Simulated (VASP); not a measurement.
# SiC (Imm2) in VASP: a series of runs

SiC is run at these levels: PBEsol; tasks: single point.

Program: VASP 6.6.1. These are calculated values, not measurements. Logs are shortened: lines on timing, memory, paths and dates and some standing lists are left out, and cuts for length are marked.

## 1. The cell of the first run

Symmetry: Imm2, No. 44, orthorhombic system. The conventional cell has a = 3.106 Å, b = 3.106 Å, c = 4.393 Å, α = 90.00°, β = 90.00°, γ = 90.00°. Si (site symmetry mm2) has 4 C at 1.88 to 1.92 Å within 2.5 Å. Within 2.5 Å of C (site symmetry mm2) lie 4 Si at 1.88 to 1.92 Å.

## 2. Single point, PBEsol

File INCAR:

```
PREC = Accurate ; ENCUT = 520
EDIFF = 1E-6 ; ISMEAR = 0
SIGMA = 0.05 ; LREAL = False
LASPH = True ; NELM = 100
ALGO = Normal ; ISIF = 2
LWAVE = False ; LCHARG = False
GGA = PS ; NBANDS = 11
```

File KPOINTS:

```
regular mesh
0
Gamma
  10 10 10
```

File POSCAR:

```
SiC
1.0
    0.0000000000      2.1964702184      2.1964702184
    2.1964702184      0.0000000000      2.1964702184
    2.1964702184      2.1964702184      0.0000000000
Si C
1 1
Direct
    0.0023558652     -0.0023558652      0.0023558652
    0.7444913435      0.7555086565      0.7444913435
```

Potentials or basis: VASP PAW PBE potentials, release 64 (Si, C).

Started as:

```
cat potpaw_PBE.64/Si/POTCAR potpaw_PBE.64/C/POTCAR > POTCAR
mpirun -np 1 vasp_std > vasp.out
```

OUTCAR:

```text
PREC = Accurate
   ENCUT = 520
   EDIFF = 1E-6
   ISMEAR = 0
   LREAL = False
   LASPH = True
   NELM = 100
   ISIF = 2
   GGA = PS

 ion  position               nearest neighbor table
   1  0.002  0.998  0.002-   2 1.88   2 1.88   2 1.92   2 1.92
   2  0.744  0.756  0.744-   1 1.88   1 1.88   1 1.92   1 1.92

  LATTYP: Found a face centered cubic cell.
 ALAT       =     4.3929404368

  Lattice vectors:

 A1 = (   0.0000000000,   2.1964702184,   2.1964702184)
 A2 = (   2.1964702184,   0.0000000000,   2.1964702184)
 A3 = (   2.1964702184,   2.1964702184,   0.0000000000)

Analysis of symmetry for initial positions (statically):
=====================================================================
 Subroutine PRICEL returns:
 Original cell was already a primitive cell.

 Routine SETGRP: Setting up the symmetry group for a
 face centered cubic supercell.

 Subroutine GETGRP returns: Found  4 space group operations
 (whereof  4 operations were pure point group operations)
 out of a pool of 48 trial point group operations.

The static configuration has the point symmetry C_2v.

Analysis of symmetry for dynamics (positions and initial velocities):
=====================================================================
 Subroutine PRICEL returns:
 Original cell was already a primitive cell.

 Routine SETGRP: Setting up the symmetry group for a
 face centered cubic supercell.

 Subroutine GETGRP returns: Found  4 space group operations
 (whereof  4 operations were pure point group operations)
 out of a pool of 48 trial point group operations.

The dynamic configuration has the point symmetry C_2v.

 Subroutine INISYM returns: Found  4 space group operations
 (whereof  4 operations are pure point group operations),
 and found     1 'primitive' translations

----------------------------------------------------------------------------------------

                                     Primitive cell

  volume of cell :      21.1937

  direct lattice vectors                    reciprocal lattice vectors
     0.000000000  2.196470218  2.196470218    -0.227637960  0.227637960  0.227637960
     2.196470218  0.000000000  2.196470218     0.227637960 -0.227637960  0.227637960
     2.196470218  2.196470218  0.000000000     0.227637960  0.227637960 -0.227637960

  length of vectors
     3.106277972  3.106277972  3.106277972     0.394280513  0.394280513  0.394280513

  position of ions in fractional coordinates (direct lattice)
     0.002355865  0.997644135  0.002355865
     0.744491344  0.755508656  0.744491344

  ion indices of the primitive-cell ions
   primitive index   ion index
                 1           1
                 2           2

----------------------------------------------------------------------------------------

 KPOINTS: regular mesh

Automatic generation of k-mesh.
 Grid dimensions read from file:
 generate k-points for:   10   10   10

 Generating k-lattice:

  Cartesian coordinates                     Fractional coordinates (reciprocal lattice)
    -0.022763796  0.022763796  0.022763796     0.100000000  0.000000000  0.000000000
     0.022763796 -0.022763796  0.022763796     0.000000000  0.100000000  0.000000000
     0.022763796  0.022763796 -0.022763796     0.000000000  0.000000000  0.100000000

  Length of vectors
     0.039428051  0.039428051  0.039428051

  Shift w.r.t. Gamma in fractional coordinates (k-lattice)
     0.000000000  0.000000000  0.000000000

 Subroutine IBZKPT returns following result:
 ===========================================

 Found    171 irreducible k-points:

 Following reciprocal coordinates:
            Coordinates               Weight
  0.000000  0.000000  0.000000      1.000000
  0.100000  0.000000  0.000000      4.000000
  0.000000  0.100000  0.000000      4.000000
  0.200000  0.000000  0.000000      4.000000
  0.000000  0.200000  0.000000      4.000000
  0.300000  0.000000  0.000000      4.000000
[... 16 lines left out ...]
  0.000000  0.400000  0.100000      8.000000
  0.100000  0.000000  0.400000      4.000000
 [... further k-points ...]
   k-points           NKPTS =    171   k-points in BZ     NKDIM =    171   number of bands    NBANDS=     11
   number of dos      NEDOS =    301   number of ions     NIONS =      2
   total plane-waves  NPLWV =  13824
   dimension x,y,z NGX =    24 NGY =   24 NGZ =   24
   dimension x,y,z NGXF=    48 NGYF=   48 NGZF=   48
   ions per type =               1   1
   NGX,Y,Z   is equivalent  to a cutoff of  12.84, 12.84, 12.84 a.u.
   NGXF,Y,Z  is equivalent  to a cutoff of  25.69, 25.69, 25.69 a.u.
 SYSTEM =  unknown system
   PREC   = accura    normal or accurate (medium, high low for compatibility)
   ISTART =      0    job   : 0-new  1-cont  2-samecut
   ICHARG =      2    charge: 1-file 2-atom 10-const
   ISPIN  =      1    spin polarized calculation?
   LNONCOLLINEAR =      F non collinear calculations
   LSORBIT =      F    spin-orbit coupling
   LASPH  =      T    aspherical Exc in radial PAW
   ENCUT  =  520.0 eV  38.22 Ry    6.18 a.u.   5.78  5.78  5.78*2*pi/ulx,y,z
   NELM   =    100;   NELMIN=  2; NELMDL= -5     # of ELM steps
   EDIFF  = 0.1E-05   stopping-criterion for ELM
   LREAL  =      F    real-space projection
   EDIFFG = 0.1E-04   stopping-criterion for IOM
   NSW    =      0    number of steps for IOM
   IBRION =     -1    ionic relax: 0-MD 1-quasi-New 2-CG
   NFREE  =      0    steps in history (QN), initial steepest desc. (CG)
   ISIF   =      2    stress and relaxation
   ISYM   =      2    0-nonsym 1-usesym 2-fastsym
   POTIM  = 0.5000    time-step for ionic-motion
   TEBEG  =    0.0;   TEEND  =   0.0 temperature during run
   PSTRESS=    0.0 pullay stress
   NELECT =       8.0000    total number of electrons
   NUPDOWN=      -1.0000    fix difference up-down
   EMIN   =  10.00;   EMAX   =-10.00  energy-range for DOS
   EFERMI =   0.00;   METHOD = LEGACY
   ISMEAR =     0;   SIGMA  =   0.05  broadening in eV -4-tet -1-fermi 0-gaus
   EFERMI_NEDOS =   21; number of points for ismear=-14 and -15
   IALGO  =     38    algorithm
   IMIX   =      4    mixing-type and parameters
     AMIX     =   0.40;   BMIX     =  1.00
     AMIX_MAG =   1.60;   BMIX_MAG =  1.00
  volume/ion in A,a.u.               =      10.60        71.51
  Fermi-wavevector in a.u.,A,eV,Ry     =   1.183140  2.235811 19.045714  1.399821
  Thomas-Fermi vector in A             =   2.319380
   LORBIT       =      0    0 simple, 1 ext, 2 COOP (PROOUT), +10 PAW based schemes
   GGA     = PS    functional components
   LHFCALC =     F    Hartree Fock is set to
   AEXX    =    0.0000 exact exchange contribution
   IVDW    =     0    specifies the selected vdW correction
   LEPSILON=     F    determine dielectric tensor
   LRPA    =     F    only Hartree local field effects (RPA)
 non-spin polarized calculation
 Gauss-broadening in eV      SIGMA  =   0.05
  energy-cutoff  :      520.00
  volume of cell :       21.19
 maximum number of plane-waves:       588
   NGX = 11   NGY = 11   NGZ = 11

 number of electron       8.0000000 magnetization

 Free energy of the ion-electron system (eV)
  ---------------------------------------------------
  ext. energy  EPLUGINS =         0.00000000
  ---------------------------------------------------
  free energy    TOTEN  =       -15.89672724 eV

  energy without entropy =      -15.89672724  energy(sigma->0) =      -15.89672724

 E-fermi :   8.2152     XC(G=0): -11.4021

 val. band max:        7.9482371606   @ k =   0.0000   0.0000   0.0000
 cond. band min:       9.0414400330   @ k =   0.5000   0.5000   0.0000
 fundamental gap:      1.0932028724
 Fermi energy:         8.2152376500

 k-point     1 :       0.0000    0.0000    0.0000
  band No.  band energies     occupation
      1      -7.4479      2.00000
      2       7.6233      2.00000
      3       7.7920      2.00000
      4       7.9482      2.00000
      5      13.6941      0.00000
      6      14.8040      0.00000
      7      14.8678      0.00000
      8      14.9430      0.00000
      9      22.1037      0.00000
     10      22.1048      0.00000
     11      23.6799      0.00000

 k-point     2 :       0.1000    0.0000    0.0000
  band No.  band energies     occupation
      1      -7.2551      2.00000
      2       6.6810      2.00000
      3       7.6065      2.00000
      4       7.8097      2.00000
      5      13.9715      0.00000
      6      15.0447      0.00000
      7      15.0805      0.00000
      8      15.2264      0.00000
      9      21.1126      0.00000
     10      21.1299      0.00000
     11      23.6745      0.00000

 k-point     3 :       0.0000    0.1000    0.0000
  band No.  band energies     occupation
      1      -7.2559      2.00000
      2       6.8568      2.00000
      3       7.4937      2.00000
      4       7.7196      2.00000
      5      13.9906      0.00000
      6      15.0083      0.00000
      7      15.1420      0.00000
      8      15.1833      0.00000
      9      21.1753      0.00000
     10      21.1826      0.00000
     11      23.5955      0.00000

 k-point     4 :       0.2000    0.0000    0.0000
  band No.  band energies     occupation
      1      -6.6849      2.00000
      2       4.6012      2.00000
      3       7.2894      2.00000
      4       7.4945      2.00000
      5      13.7157      0.00000
      6      15.3979      0.00000
      7      15.5810      0.00000
      8      16.2789      0.00000
      9      20.4012      0.00000
     10      20.4480      0.00000
     11      22.8278      0.00000
[... 239 lines left out ...]
 k-point    22 :       0.4000    0.1000    0.0000
  band No.  band energies     occupation
      1      -4.8628      2.00000
      2       1.0312      2.00000
      3       6.3224      2.00000
      4       6.4961      2.00000
      5      13.1698      0.00000
      6      14.7675      0.00000
      7      15.9850      0.00000
      8      17.5615      0.00000
      9      20.9142      0.00000
     10      23.8418      0.00000
     11      23.9936      0.00000

 k-point    23 :       0.0000    0.4000    0.1000
  band No.  band energies     occupation
      1      -4.8851      2.00000
      2       1.1520      2.00000
      3       6.2181      2.00000
      4       6.4532      2.00000
      5      13.1711      0.00000
      6      14.7882      0.00000
      7      15.7974      0.00000
      8      17.5850      0.00000
      9      21.0489      0.00000
     10      23.8743      0.00000
     11      24.0760      0.00000

 k-point    24 :       0.1000    0.0000    0.4000
  band No.  band energies     occupation
      1      -4.8650      2.00000
      2       1.0439      2.00000
      3       6.2788      2.00000
      4       6.5188      2.00000
      5      13.2135      0.00000
      6      14.8500      0.00000
      7      15.8119      0.00000
      8      17.5493      0.00000
      9      20.9575      0.00000
     10      23.9240      0.00000
     11      23.9883      0.00000

 [... further k-points ...]
[... 5 lines left out ...]
  --------------------------------------------------------------------------------------
  -------------------------------------------------------------------------------------
  Total       -0.6217466     -0.6477197     -0.6217466      0.0000000      0.0000000     -0.2527715
  in kB      -47.0021868    -48.9656755    -47.0021868      0.0000000      0.0000000    -19.1087693
  external PRESSURE =     -47.6566831 kB  Pullay stress =       0.0000000 kB

 VOLUME and BASIS-vectors are now :
 -----------------------------------------------------------------------------
  energy-cutoff  :      520.00
  volume of cell :       21.19
      direct lattice vectors                 reciprocal lattice vectors
     0.000000000  2.196470218  2.196470218    -0.227637960  0.227637960  0.227637960
     2.196470218  0.000000000  2.196470218     0.227637960 -0.227637960  0.227637960
     2.196470218  2.196470218  0.000000000     0.227637960  0.227637960 -0.227637960

 POSITION                                       TOTAL-FORCE (eV/Angst)
 -----------------------------------------------------------------------------------
      2.19647      0.01035      2.19647         0.000000     -0.626482      0.000000
      3.29471      3.27051      3.29471        -0.000000      0.626482     -0.000000
 -----------------------------------------------------------------------------------
    total drift:                               -0.000000      0.000109     -0.000000

  FREE ENERGIE OF THE ION-ELECTRON SYSTEM (eV)
  ---------------------------------------------------
  free  energy   TOTEN  =       -15.8967272393 eV

  energy  without entropy=      -15.8967272393  energy(sigma->0) =      -15.89672724
```

Wall time 16 s (1 thread of Intel Xeon Platinum 8488C (Sapphire Rapids), shared host); peak memory 0.16 GiB.

What came out:

```
Free energy            : -15.8967 eV
Pressure               : -4.8 GPa
Largest force          : 0.626 eV/Å
Band gap on the k mesh : 1.09 eV, indirect (least direct gap 4.33 eV)
```

Forces on the atoms (eV/Å):
```
Si   0.000 -0.626  0.000
C    0.000  0.626  0.000
```

Stress tensor (GPa, compression positive):
```
-4.70  0.00 -1.91
 0.00 -4.90  0.00
-1.91  0.00 -4.70
```

Caveat: the PAW data sets were made with another functional, which shifts forces and pressure a little.

## 3. Single point, PBEsol

File INCAR:

```
SYSTEM = SiC
ALGO = Normal
EDIFF = 1E-6
ENCUT = 520
GGA = PS
ISIF = 2
ISMEAR = 0
LASPH = .True.
LCHARG = .False.
LREAL = .False.
LWAVE = .False.
NBANDS = 11
NELM = 60
PREC = Accurate
SIGMA = 0.05
```

File KPOINTS:

```
k-points
0
Gamma
  10 10 10
  0 0 0
```

File POSCAR:

```
SiC
1.0
    0.0000000000      2.1964702184      2.1964702184
    2.1964702184      0.0000000000      2.1964702184
    2.1964702184      2.1964702184      0.0000000000
Si C
1 1
Direct
    0.0047117304     -0.0047117304      0.0047117304
    0.7389826870      0.7610173130      0.7389826870
```

Potentials or basis: VASP PAW PBE potentials, release 64 (Si, C).

Started as:

```
cat potpaw_PBE.64/Si/POTCAR potpaw_PBE.64/C/POTCAR > POTCAR
mpirun -np 1 vasp_std > vasp.out
```

It took 15 s on 1 thread of Intel Xeon Platinum 8488C (Sapphire Rapids), shared host; peak memory 0.16 GiB.

It converged, with:

```
Free energy            : -15.8643 eV
Pressure               : -4.4 GPa
Largest force          : 1.247 eV/Å
Band gap on the k mesh : 0.93 eV, indirect (least direct gap 4.25 eV)
```

Forces in eV/Å, atoms in the order of the input:
```
Si   0.000 -1.247  0.000
C    0.000  1.247  0.000
```

Stress tensor (GPa, compression positive):
```
-4.11  0.00 -3.84
 0.00 -4.90  0.00
-3.84  0.00 -4.11
```

Levels at points of the mesh, in eV from the valence-band top:
```
           k point  band 1  band 2  band 3  band 4  band 5  band 6  band 7  band 8  band 9
(0.00, 0.00, 0.00)  -15.55   -0.65   -0.30    0.00    5.58    6.65    6.77    6.93   14.00
(0.50, 0.00, 0.00)  -11.98   -8.92   -1.50   -1.09    4.83    6.54    7.07    9.46   15.32
(0.00, 0.50, 0.00)  -12.09   -8.64   -1.65   -1.20    4.83    6.42    6.93    9.47   15.41
(0.50, 0.50, 0.00)  -10.60   -8.08   -3.46   -3.46    0.93    3.78   13.36   13.40   14.03
(0.50, 0.00, 0.50)  -10.61   -8.05   -3.65   -3.31    0.94    3.82   13.36   13.37   14.02
```

Caveat: the PAW data sets were made with another functional, which shifts forces and pressure a little. A k mesh can miss the band edges.

## 4. Single point, PBEsol

This run uses another cell than the first one, of 10.86 Å³/atom, 1.025 times its volume.

File INCAR:

```
PREC = Accurate ; ENCUT = 520
EDIFF = 1E-7 ; ISMEAR = 0
SIGMA = 0.05 ; LREAL = False
LASPH = True ; NELM = 60
ALGO = Normal ; ISIF = 2
LWAVE = False ; LCHARG = False
GGA = PS ; NBANDS = 11
```

File KPOINTS:

```
Automatic mesh
0
Gamma
  10 10 10
```

File POSCAR:

```
SiC
1.0
    0.0000000000      2.2147686909      2.2147686909
    2.2147686909      0.0000000000      2.2147686909
    2.2147686909      2.2147686909      0.0000000000
Si C
1 1
Direct
    0.0035337978     -0.0035337978      0.0035337978
    0.7417370152      0.7582629848      0.7417370152
```

Started as:

```
cat potpaw_PBE.64/Si/POTCAR potpaw_PBE.64/C/POTCAR > POTCAR
mpirun -np 1 vasp_std > vasp.out
```

Run time: 16 s. Hardware: 1 thread of Intel Xeon Platinum 8488C (Sapphire Rapids), shared host; peak memory 0.16 GiB.

The run converged. Its results:

- Free energy: -15.8598 eV
- Pressure: -9.4 GPa
- Largest force: 0.894 eV/Å
- Band gap on the k mesh: 1.03 eV, indirect (least direct gap 4.26 eV)

Forces on the atoms (eV/Å):
```
Si   0.000 -0.894  0.000
C    0.000  0.894  0.000
```

Stress tensor (GPa, compression positive):
```
-9.27  0.00 -2.35
 0.00 -9.66  0.00
-2.35  0.00 -9.27
```

Levels at points of the mesh, in eV from the valence-band top:
```tsv
k point	band 1	band 2	band 3	band 4	band 5	band 6	band 7	band 8	band 9
(0.00, 0.00, 0.00)	-15.28	-0.49	-0.23	0.00	5.38	6.58	6.68	6.80	13.93
(0.50, 0.00, 0.00)	-11.81	-8.68	-1.39	-1.08	4.70	6.56	6.96	9.40	15.14
(0.00, 0.50, 0.00)	-11.90	-8.46	-1.49	-1.16	4.69	6.47	6.86	9.41	15.20
(0.50, 0.50, 0.00)	-10.45	-7.92	-3.34	-3.34	1.03	3.78	13.16	13.18	13.80
(0.50, 0.00, 0.50)	-10.45	-7.90	-3.48	-3.23	1.04	3.80	13.15	13.17	13.79
```

Caveat: the PAW data sets were made with another functional, which shifts forces and pressure a little.

(Part 1 of 2 ends here.)
